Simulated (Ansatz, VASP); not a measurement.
Two plane-wave programs on Ge

INCAR

```
SYSTEM = Ge
ALGO = Normal ; EDIFF = 1E-6
ENCUT = 520 ; GGA = PS
ISIF = 2 ; ISMEAR = 0
LASPH = .True. ; LCHARG = .False.
LREAL = .False. ; LWAVE = .False.
NBANDS = 36 ; NELM = 80
PREC = Accurate ; SIGMA = 0.15
```

File KPOINTS:

```
k-points
0
Gamma
  12 12 8
  0 0 0
```

File POSCAR:

```
Ge
1.0
    3.9969678618      0.0000000000      0.0000000000
   -1.9984839309      3.5133978420      0.0000000000
    0.0000000000      0.0000000000      6.5963651449
Ge
4
Direct
    0.6666666667      0.3333333333      0.0629118567
    0.3333333333      0.6666666667      0.5629118567
    0.6666666667      0.3333333333      0.4370881433
    0.3333333333      0.6666666667      0.9370881433
```

Input for Ansatz:

```yaml
crystal:
  lattice:
    - [3.9969678618, 0.0, 0.0]
    - [-1.9984839309, 3.513397842, 0.0]
    - [0.0, 0.0, 6.5963651449]
  atoms:
    - { symbol: Ge, position: [0.6666666667, 0.3333333333, 0.0629118567] }
    - { symbol: Ge, position: [0.3333333333, 0.6666666667, 0.5629118567] }
    - { symbol: Ge, position: [0.6666666667, 0.3333333333, 0.4370881433] }
    - { symbol: Ge, position: [0.3333333333, 0.6666666667, 0.9370881433] }
basis:
  ecutwfc: 420
kpoints:
  mp_grid: { grid: [12, 12, 8] }
hamiltonian:
  xc: pbesol
scf:
  occupations: { method: gaussian, width: 0.15 }
output:
  forces: true
  stress: true
  eigenvalues: true
```

Change from the starting cell: strain +0.0150 x Voigt [0, 1, 0, 0, 0, 0], atoms carried along.

Alike in both runs: task single point; functional PBEsol; k mesh 12 × 12 × 8; occupations gaussian, width 0.15 eV; no spin polarisation.

```csv
,VASP,Ansatz
version,VASP 6.6.1,Ansatz 0.2.0
potentials or method,"VASP PAW PBE potentials, release 64 (Ge_d), cutoff 520 eV","scalar-relativistic, plane waves, PAW"
valence electrons in the cell,56,56
```

```tsv
	VASP	Ansatz	Ansatz less VASP
gap on the k mesh at the Fermi level (eV)	none	none	-
pressure (GPa)	-1.1	-1.0	+0.12
traceless stress, the component that is largest in VASP (GPa)	-1.37	-1.36	+0.005
rms of the force components (eV/Å)	0.071	0.071	+0.0005
```

VASP's potentials were made for PBE, not for PBEsol. Atom by atom the forces differ by 0.001 eV/Å (rms over components). A gap of «none» marks a metal or a gap that the smearing closes. The functional is the same, so the differences come from potentials, cutoffs and numerics.
